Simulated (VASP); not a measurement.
# AlO5 (P6/mmm) in VASP: further runs, part 2 of 2

VASP 6.6.1. The steps go on from the part before.

### 5 Relaxation of cell and atoms, PBE

This run uses another cell than the first one, of 11.90 Å³/atom.

File INCAR:

```
SYSTEM = AlO5
PREC = Accurate ; ENCUT = 600
EDIFF = 1E-7 ; ISMEAR = 0
SIGMA = 0.2 ; LREAL = .False.
LASPH = .True. ; NELM = 120
ALGO = Normal ; ISIF = 3
LWAVE = .False. ; LCHARG = .False.
GGA = PE ; IBRION = 2
NSW = 36 ; EDIFFG = -0.08
GGA_COMPAT = .False. ; NELMIN = 4
```

File KPOINTS:

```
Automatic mesh
0
Gamma
  5 5 3
  0 0 0
```

File POSCAR:

```
AlO5
1.0
    3.7658885900      0.0000000000      0.0000000000
   -1.8829442900      3.2613551800      0.0000000000
    0.0000000000      0.0000000000      5.8144535000
Al O
1 5
Direct
    0.0000000000      0.0000000000      0.5000000000
    0.5000000000      0.0000000000      0.0000000000
    0.0000000000      0.5000000000      0.0000000000
    0.5000000000      0.5000000000      0.0000000000
    0.0000000000      0.0000000000      0.2596305800
    0.0000000000      0.0000000000      0.7403694200
```

Started as:

```bash
$ cat potpaw_PBE.64/Al/POTCAR potpaw_PBE.64/O/POTCAR > POTCAR
$ mpirun -np 1 vasp_std > vasp.out
```

Run time: 6.8 min. Hardware: 1 thread of Intel Xeon Platinum 8488C (Sapphire Rapids), shared host; peak memory 0.2 GiB.

The run converged. Its results:

* Free energy: -23.0000 eV
* Relaxed volume: 13.71 Å³/atom
* Relaxed cell: a = 3.576 Å, b = 3.576 Å, c = 7.430 Å, α = 90.00°, β = 90.00°, γ = 120.00°
* Space group after relaxing (to 0.1 Å): P6/mmm (No. 191)
* Pressure after relaxing: 0.2 GPa
* Largest force after relaxing: 0.018 eV/Å
* Band gap on the k mesh: zero (an odd number of electrons rules out a gap without spin polarisation)

Forces in eV/Å, atoms in the order of the input:
```
Al   0.000  0.000  0.000
O    0.000  0.000  0.000
O    0.000  0.000  0.000
O    0.000  0.000  0.000
O    0.000  0.000 -0.018
O    0.000  0.000  0.018
```

Stress tensor (GPa, compression positive):
```
 0.50  0.00  0.00
 0.00  0.50  0.00
 0.00  0.00 -0.29
```

Final structure:
```xyz
6
Lattice="3.5760 0.0000 0.0000 -1.7880 3.0969 0.0000 0.0000 0.0000 7.4303" Properties=species:S:1:pos:R:3 pbc="T T T"
Al    0.0000    0.0000    3.7152
O     1.7880    0.0000    0.0000
O    -0.8940    1.5484    0.0000
O     0.8940    1.5484    0.0000
O     0.0000    0.0000    2.0634
O     0.0000    0.0000    5.3669
```

Levels at points of the mesh, in eV from the Fermi level:
```csv
k point,band 14,band 15,band 16,band 17,band 18,band 19
"(0.00, 0.00, 0.00)",-0.14,-0.14,-0.07,-0.07,1.24,3.12
```

Caveat: the k points lie up to 0.41 Å⁻¹ apart in the final cell, too coarse for converged energies and pressures of a metal; the volume moved by over 15 % at a fixed basis, so the end points are rough; an odd number of electrons without spin polarisation forces a metal; a magnetic or distorted state may lie lower.

### 6 Relaxation of cell and atoms, PBE

This run uses another cell than the first one, of 10.54 Å³/atom.

File INCAR:

```
PREC = Accurate
ENCUT = 600
EDIFF = 1E-7
ISMEAR = 0
SIGMA = 0.2
LREAL = F
LASPH = T
NELM = 120
ALGO = Normal
ISIF = 3
LWAVE = F
LCHARG = F
GGA = PE
IBRION = 2
NSW = 36
EDIFFG = -0.08
GGA_COMPAT = F
NELMIN = 4
```

File KPOINTS:

```
regular mesh
0
Gamma
  4 4 5
```

File POSCAR:

```
AlO5
1.0
    4.4837621500      0.0000000000      0.0000000000
   -2.2418810800      3.8830519300      0.0000000000
    0.0000000000      0.0000000000      3.6328969900
Al O
1 5
Direct
    0.0000000000      0.0000000000      0.0000000000
    0.0000000000      0.5000000000      0.5000000000
    0.3333333300      0.6666666700      0.0000000000
    0.6666666700      0.3333333300      0.0000000000
    0.5000000000      0.0000000000      0.5000000000
    0.5000000000      0.5000000000      0.5000000000
```

Potentials or basis: VASP PAW PBE potentials, release 64 (Al, O).

Started as:

```bash
$ cat potpaw_PBE.64/Al/POTCAR potpaw_PBE.64/O/POTCAR > POTCAR
$ mpirun -np 1 vasp_std > vasp.out
```

It took 3.7 min on 1 thread of Intel Xeon Platinum 8488C (Sapphire Rapids), shared host; peak memory 0.2 GiB.

Results (log left out):

- Free energy: -25.1464 eV
- Relaxed volume: 9.31 Å³/atom
- Relaxed cell: a = 3.599 Å, b = 3.599 Å, c = 4.979 Å, α = 90.00°, β = 90.00°, γ = 120.00°
- Space group after relaxing (to 0.1 Å): P6/mmm (No. 191)
- Pressure after relaxing: 0.4 GPa
- Band gap on the k mesh: zero (an odd number of electrons rules out a gap without spin polarisation)

Stress tensor (GPa, compression positive):
```
 0.83  0.00  0.00
 0.00  0.83  0.00
 0.00  0.00 -0.46
```

Final structure:
```yaml
crystal:
  lattice:
    - [3.59890, 0.00000, 0.00000]
    - [-1.79945, 3.11674, 0.00000]
    - [0.00000, 0.00000, 4.97867]
  atoms:
    - { symbol: Al, position: [0.00000, 0.00000, 0.00000] }
    - { symbol: O, position: [0.00000, 0.50000, 0.50000] }
    - { symbol: O, position: [0.33333, 0.66667, 0.00000] }
    - { symbol: O, position: [0.66667, 0.33333, 0.00000] }
    - { symbol: O, position: [0.50000, 0.00000, 0.50000] }
    - { symbol: O, position: [0.50000, 0.50000, 0.50000] }
```

Levels at points of the mesh, in eV from the Fermi level:
```csv
k point,band 14,band 15,band 16,band 17,band 18,band 19
"(0.00, 0.00, 0.00)",-1.52,-0.08,-0.02,-0.02,2.41,3.75
"(0.50, 0.00, 0.00)",-0.70,-0.56,-0.38,-0.20,-0.02,0.54
```

Caveat: the k points lie up to 0.50 Å⁻¹ apart in the final cell, too coarse for converged energies and pressures of a metal; a cell axis changed by over 15 % at a fixed basis, so the end point is rough; an odd number of electrons without spin polarisation forces a metal; a magnetic or distorted state may lie lower.

### 7 Overview

| task | cell | k mesh | gap on the mesh (eV) | pressure (GPa) | relaxed volume (Å³/atom) | largest force (eV/Å) |
| --- | --- | --- | --- | --- | --- | --- |
| single point | a = 3.936, b = 3.936, c = 3.688 Å, angles 90.0, 90.0, 120.0°, 6 atoms, atomic positions A | 5 × 5 × 4 | none | -0.3 | - | - |
| single point | a = 4.527, b = 4.527, c = 3.480 Å, angles 90.0, 90.0, 120.0°, 6 atoms, atomic positions B | 4 × 4 × 4 | none | 1.1 | - | 0.66 |
| relaxation of cell and atoms | relaxed from a = 3.684, b = 3.684, c = 5.273 Å, angles 90.0, 90.0, 120.0°, 6 atoms, atomic positions C | 5 × 5 × 3 | none | 0.3 | 13.21 | 0.04 |
| relaxation of cell and atoms | relaxed from a = 3.766, b = 3.766, c = 5.814 Å, angles 90.0, 90.0, 120.0°, 6 atoms, atomic positions D | 5 × 5 × 3 | none | 0.2 | 13.71 | 0.02 |
| relaxation of cell and atoms | relaxed from a = 4.484, b = 4.484, c = 3.633 Å, angles 90.0, 90.0, 120.0°, 6 atoms, atomic positions E | 4 × 4 × 5 | none | 0.4 | 9.31 | - |

Alike in all rows: level PBE; potentials or basis VASP PAW PBE potentials, release 64 (Al, O); no spin polarisation; cutoff (eV) 600; smearing gaussian 0.2 eV.

Caveats: all runs use coarse meshes; an odd number of electrons without spin polarisation forces a metal; a magnetic or distorted state may lie lower; the volume moved by over 15 % at a fixed basis, so the end points are rough (at least some runs); the relaxation stopped at a loose force limit of 0.08 eV/Å, so its end isn't a converged minimum (at least some runs); a cell axis changed by over 15 % at a fixed basis, so the end point is rough (at least some runs).

Total energies depend on the potentials used, so only differences within one code and one set of settings carry meaning.
